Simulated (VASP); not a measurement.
# CsPbBr3 (Pm-3m) in VASP: density of states with PBE

Aim: the density of states of CsPbBr3 with PBE.

Program: VASP 6.6.1. These are calculated values, not measurements. Logs are shortened: lines on timing, memory, paths and dates and some standing lists are left out, and cuts for length are marked.

## 1. The cell of the first run

It takes space group Pm-3m (No. 221, cubic). Conventional cell: a = 6.003 Å, b = 6.003 Å, c = 6.003 Å, α = 90.00°, β = 90.00°, γ = 90.00°. Within 5.6 Å of Cs (site symmetry m-3m) lie 12 Br at 4.24 Å and 8 Pb at 5.20 Å. Within 4.0 Å of Pb (site symmetry m-3m) lie 6 Br at 3.00 Å. Within 4.0 Å of Br (site symmetry 4/mmm) lie 2 Pb at 3.00 Å.

## 2. Density of states, PBE

File POSCAR:

```
CsPbBr3
1.0
    6.0027196135      0.0000000000      0.0000000000
    0.0000000000      6.0027196135      0.0000000000
    0.0000000000      0.0000000000      6.0027196135
Cs Pb Br
1 1 3
Direct
    0.0000000000      0.0000000000      0.0000000000
    0.5000000000      0.5000000000      0.5000000000
    0.0000000000      0.5000000000      0.5000000000
    0.5000000000      0.0000000000      0.5000000000
    0.5000000000      0.5000000000      0.0000000000
```

File INCAR.step1:

```
SYSTEM = CsPbBr3
  ALGO = Normal
  EDIFF = 1E-7
  ENCUT = 520
  GGA = PE
  ISIF = 2
  ISMEAR = 0
  LASPH = .True.
  LCHARG = .True.
  LREAL = .False.
  LWAVE = .False.
  NBANDS = 30
  NELM = 100
  PREC = Accurate
  SIGMA = 0.02
```

File KPOINTS.step1:

```
k-points
0
Gamma
  6 6 6
  0 0 0
```

File INCAR.step2:

```
SYSTEM = CsPbBr3
  ALGO = Normal
  EDIFF = 1E-7
  ENCUT = 520
  GGA = PE
  ICHARG = 11
  ISIF = 2
  ISMEAR = -5
  LASPH = .True.
  LCHARG = .False.
  LORBIT = 11
  LREAL = .False.
  LWAVE = .False.
  NBANDS = 30
  NEDOS = 1001
  NELM = 100
  PREC = Accurate
  SIGMA = 0.02
```

File KPOINTS.step2:

```
k-points
0
Gamma
  9 9 9
  0 0 0
```

Potentials or basis: VASP PAW PBE potentials, release 64 (Cs_sv, Pb_d, Br).

Run with:

```
$ cat potpaw_PBE.64/Cs_sv/POTCAR potpaw_PBE.64/Pb_d/POTCAR potpaw_PBE.64/Br/POTCAR > POTCAR
$ cp INCAR.step1 INCAR
$ cp KPOINTS.step1 KPOINTS
$ mpirun -np 1 vasp_std > vasp.out
$ cp INCAR.step2 INCAR
$ cp KPOINTS.step2 KPOINTS
$ mpirun -np 1 vasp_std > vasp.out
```

OUTCAR:

```text
SYSTEM = CsPbBr3
   EDIFF = 1E-7
   ENCUT = 520
   GGA = PE
   ICHARG = 11
   ISIF = 2
   ISMEAR = -5
   LASPH = .True.
   LORBIT = 11
   LREAL = .False.
   NELM = 100
   PREC = Accurate

 ion  position               nearest neighbor table
   1  0.000  0.000  0.000-
   2  0.500  0.500  0.500-   3 3.00   4 3.00   5 3.00   5 3.00   4 3.00   3 3.00
   3  0.000  0.500  0.500-   2 3.00   2 3.00
   4  0.500  0.000  0.500-   2 3.00   2 3.00
   5  0.500  0.500  0.000-   2 3.00   2 3.00

  LATTYP: Found a simple cubic cell.
 ALAT       =     6.0027196135

  Lattice vectors:

 A1 = (   6.0027196135,   0.0000000000,   0.0000000000)
 A2 = (   0.0000000000,   6.0027196135,   0.0000000000)
 A3 = (   0.0000000000,   0.0000000000,   6.0027196135)

Analysis of symmetry for initial positions (statically):
=====================================================================
 Subroutine PRICEL returns:
 Original cell was already a primitive cell.

 Routine SETGRP: Setting up the symmetry group for a
 simple cubic supercell.

 Subroutine GETGRP returns: Found 48 space group operations
 (whereof 48 operations were pure point group operations)
 out of a pool of 48 trial point group operations.

The static configuration has the point symmetry O_h .

Analysis of symmetry for dynamics (positions and initial velocities):
=====================================================================
 Subroutine PRICEL returns:
 Original cell was already a primitive cell.

 Routine SETGRP: Setting up the symmetry group for a
 simple cubic supercell.

 Subroutine GETGRP returns: Found 48 space group operations
 (whereof 48 operations were pure point group operations)
 out of a pool of 48 trial point group operations.

The dynamic configuration has the point symmetry O_h .

 Subroutine INISYM returns: Found 48 space group operations
 (whereof 48 operations are pure point group operations),
 and found     1 'primitive' translations

----------------------------------------------------------------------------------------

                                     Primitive cell

  volume of cell :     216.2939

  direct lattice vectors                    reciprocal lattice vectors
     6.002719614  0.000000000  0.000000000     0.166591156  0.000000000  0.000000000
     0.000000000  6.002719614  0.000000000     0.000000000  0.166591156  0.000000000
     0.000000000  0.000000000  6.002719614     0.000000000  0.000000000  0.166591156

  length of vectors
     6.002719614  6.002719614  6.002719614     0.166591156  0.166591156  0.166591156

  position of ions in fractional coordinates (direct lattice)
     0.000000000  0.000000000  0.000000000
     0.500000000  0.500000000  0.500000000
     0.000000000  0.500000000  0.500000000
     0.500000000  0.000000000  0.500000000
     0.500000000  0.500000000  0.000000000

  ion indices of the primitive-cell ions
   primitive index   ion index
                 1           1
                 2           2
                 3           3
                 4           4
                 5           5

----------------------------------------------------------------------------------------

 KPOINTS: k-points

Automatic generation of k-mesh.
 Grid dimensions read from file:
 generate k-points for:    9    9    9

 Generating k-lattice:

  Cartesian coordinates                     Fractional coordinates (reciprocal lattice)
     0.018510128  0.000000000  0.000000000     0.111111111  0.000000000  0.000000000
     0.000000000  0.018510128  0.000000000     0.000000000  0.111111111  0.000000000
     0.000000000  0.000000000  0.018510128     0.000000000  0.000000000  0.111111111

  Length of vectors
     0.018510128  0.018510128  0.018510128

  Shift w.r.t. Gamma in fractional coordinates (k-lattice)
     0.000000000  0.000000000  0.000000000

 TETIRR: Found    353 inequivalent tetrahedra from     4374

 Subroutine IBZKPT returns following result:
 ===========================================

 Found     35 irreducible k-points:

 Following reciprocal coordinates:
            Coordinates               Weight
  0.000000  0.000000  0.000000      1.000000
  0.111111  0.000000  0.000000      6.000000
  0.222222  0.000000  0.000000      6.000000
  0.333333  0.000000  0.000000      6.000000
  0.444444  0.000000  0.000000      6.000000
  0.111111  0.111111  0.000000     12.000000
[... 16 lines left out ...]
  0.333333  0.333333  0.111111     24.000000
  0.444444  0.333333  0.111111     48.000000
 [... further k-points ...]
   k-points           NKPTS =     35   k-points in BZ     NKDIM =     35   number of bands    NBANDS=     30
   number of dos      NEDOS =   1001   number of ions     NIONS =      5
   total plane-waves  NPLWV = 110592
   dimension x,y,z NGX =    48 NGY =   48 NGZ =   48
   dimension x,y,z NGXF=    96 NGYF=   96 NGZF=   96
   ions per type =               1   1   3
   NGX,Y,Z   is equivalent  to a cutoff of  13.29, 13.29, 13.29 a.u.
   NGXF,Y,Z  is equivalent  to a cutoff of  26.59, 26.59, 26.59 a.u.
 SYSTEM =  CsPbBr3
   PREC   = accura    normal or accurate (medium, high low for compatibility)
   ISTART =      0    job   : 0-new  1-cont  2-samecut
   ICHARG =     11    charge: 1-file 2-atom 10-const
   ISPIN  =      1    spin polarized calculation?
   LNONCOLLINEAR =      F non collinear calculations
   LSORBIT =      F    spin-orbit coupling
   LASPH  =      T    aspherical Exc in radial PAW
   ENCUT  =  520.0 eV  38.22 Ry    6.18 a.u.  11.16 11.16 11.16*2*pi/ulx,y,z
   NELM   =    100;   NELMIN=  2; NELMDL=  0     # of ELM steps
   EDIFF  = 0.1E-06   stopping-criterion for ELM
   LREAL  =      F    real-space projection
   EDIFFG = 0.1E-05   stopping-criterion for IOM
   NSW    =      0    number of steps for IOM
   IBRION =     -1    ionic relax: 0-MD 1-quasi-New 2-CG
   NFREE  =      0    steps in history (QN), initial steepest desc. (CG)
   ISIF   =      2    stress and relaxation
   ISYM   =      2    0-nonsym 1-usesym 2-fastsym
   POTIM  = 0.5000    time-step for ionic-motion
   TEBEG  =    0.0;   TEEND  =   0.0 temperature during run
   PSTRESS=    0.0 pullay stress
   NELECT =      44.0000    total number of electrons
   NUPDOWN=      -1.0000    fix difference up-down
   EMIN   =  10.00;   EMAX   =-10.00  energy-range for DOS
   EFERMI =   0.00;   METHOD = LEGACY
   ISMEAR =    -5;   SIGMA  =   0.02  broadening in eV -4-tet -1-fermi 0-gaus
   EFERMI_NEDOS =   21; number of points for ismear=-14 and -15
   IALGO  =     38    algorithm
   IMIX   =      4    mixing-type and parameters
     AMIX     =   0.40;   BMIX     =  1.00
     AMIX_MAG =   1.60;   BMIX_MAG =  1.00
  volume/ion in A,a.u.               =      43.26       291.92
  Fermi-wavevector in a.u.,A,eV,Ry     =   0.962818  1.819463 12.612860  0.927019
  Thomas-Fermi vector in A             =   2.092310
   LORBIT       =     11    0 simple, 1 ext, 2 COOP (PROOUT), +10 PAW based schemes
   GGA     = PE    functional components
   LHFCALC =     F    Hartree Fock is set to
   AEXX    =    0.0000 exact exchange contribution
   IVDW    =     0    specifies the selected vdW correction
   LEPSILON=     F    determine dielectric tensor
   LRPA    =     F    only Hartree local field effects (RPA)
 non-spin polarized calculation
 Fermi weights with tetrahedron method with Bloechl corrections
  energy-cutoff  :      520.00
  volume of cell :      216.29
 maximum number of plane-waves:      5868
 NGX is ok and might be reduce to    48

 number of electron      43.9999993 magnetization

 Free energy of the ion-electron system (eV)
  ---------------------------------------------------
  ext. energy  EPLUGINS =         0.00000000
  ---------------------------------------------------
  free energy    TOTEN  =       -15.89911460 eV

  energy without entropy =      -15.89911460  energy(sigma->0) =      -15.89911460

 E-fermi :   0.3757     XC(G=0):  -7.3633

 val. band max:        0.3715989119   @ k =   0.4444   0.4444   0.4444
 cond. band min:       2.4947267465   @ k =   0.4444   0.4444   0.4444
 fundamental gap:      2.1231278347
 Fermi energy:         0.3757336004

 k-point     1 :       0.0000    0.0000    0.0000
  band No.  band energies     occupation
      1     -20.6449      2.00000
      2     -16.0664      2.00000
      3     -16.0664      2.00000
      4     -15.9553      2.00000
      5     -15.9553      2.00000
      6     -15.9553      2.00000
[... 22 lines left out ...]
     29       6.4147      0.00000
     30       6.4147      0.00000

 k-point     2 :       0.1111    0.0000    0.0000
  band No.  band energies     occupation
      1     -20.6448      2.00000
      2     -16.0664      2.00000
      3     -16.0615      2.00000
      4     -15.9554      2.00000
      5     -15.9554      2.00000
      6     -15.9553      2.00000
[... 22 lines left out ...]
     29       6.0317      0.00000
     30       6.4222      0.00000

 k-point     3 :       0.2222    0.0000    0.0000
  band No.  band energies     occupation
      1     -20.6446      2.00000
      2     -16.0664      2.00000
      3     -16.0489      2.00000
      4     -15.9556      2.00000
      5     -15.9556      2.00000
      6     -15.9553      2.00000
[... 22 lines left out ...]
     29       5.9492      0.00000
     30       6.5229      0.00000

 k-point     4 :       0.3333    0.0000    0.0000
  band No.  band energies     occupation
      1     -20.6444      2.00000
      2     -16.0664      2.00000
      3     -16.0345      2.00000
      4     -15.9558      2.00000
      5     -15.9558      2.00000
      6     -15.9553      2.00000
[... 616 lines left out ...]
     29       6.5972      0.00000
     30       6.8417      0.00000

 k-point    23 :       0.3333    0.3333    0.1111
  band No.  band energies     occupation
      1     -20.6439      2.00000
      2     -16.0456      2.00000
      3     -16.0169      2.00000
      4     -15.9563      2.00000
      5     -15.9559      2.00000
      6     -15.9559      2.00000
[... 22 lines left out ...]
     29       6.7216      0.00000
     30       6.7475      0.00000

 k-point    24 :       0.4444    0.3333    0.1111
  band No.  band energies     occupation
      1     -20.6437      2.00000
      2     -16.0438      2.00000
      3     -16.0088      2.00000
      4     -15.9565      2.00000
      5     -15.9560      2.00000
      6     -15.9559      2.00000
[... 22 lines left out ...]
     29       6.6179      0.00000
     30       6.7935      0.00000

 [... further k-points ...]
[... 5 lines left out ...]
  --------------------------------------------------------------------------------------
  -------------------------------------------------------------------------------------
  Total       -0.0321638     -0.0321638     -0.0321638      0.0000000      0.0000000     -0.0000000
  in kB       -0.2382503     -0.2382503     -0.2382503      0.0000000      0.0000000     -0.0000000
  external PRESSURE =      -0.2382503 kB  Pullay stress =       0.0000000 kB

 VOLUME and BASIS-vectors are now :
 -----------------------------------------------------------------------------
  energy-cutoff  :      520.00
  volume of cell :      216.29
      direct lattice vectors                 reciprocal lattice vectors
     6.002719614  0.000000000  0.000000000     0.166591156  0.000000000  0.000000000
     0.000000000  6.002719614  0.000000000     0.000000000  0.166591156  0.000000000
     0.000000000  0.000000000  6.002719614     0.000000000  0.000000000  0.166591156

 POSITION                                       TOTAL-FORCE (eV/Angst)
 -----------------------------------------------------------------------------------
      0.00000      0.00000      0.00000         0.000000      0.000000      0.000000
      3.00136      3.00136      3.00136         0.000000      0.000000      0.000000
      0.00000      3.00136      3.00136         0.000000      0.000000      0.000000
      3.00136      0.00000      3.00136         0.000000      0.000000      0.000000
      3.00136      3.00136      0.00000         0.000000      0.000000      0.000000
 -----------------------------------------------------------------------------------
    total drift:                                0.000000     -0.000000     -0.000000

  FREE ENERGIE OF THE ION-ELECTRON SYSTEM (eV)
  ---------------------------------------------------
  free  energy   TOTEN  =       -15.8991146044 eV

  energy  without entropy=      -15.8991146044  energy(sigma->0) =      -15.89911460

 total charge

# of ion       s       p       d       tot
------------------------------------------
    1        1.829   4.711   0.009   6.550
    2        1.500   0.444   9.847  11.791
    3        1.610   3.248   0.006   4.864
    4        1.610   3.248   0.006   4.864
    5        1.610   3.248   0.006   4.864
--------------------------------------------------
tot          8.159  14.900   9.874  32.933
```

Wall time 6.5 min (1 thread of Intel Xeon 8259CL, shared host); peak memory 0.44 GiB.

What came out:

| Property | Result |
| --- | --- |
| Valence electrons inside the program's atomic spheres | Cs 6.55; Pb 11.79; Br 4.86 |

Caveat: spin-orbit coupling is left out, which moves the levels of the heavy elements.
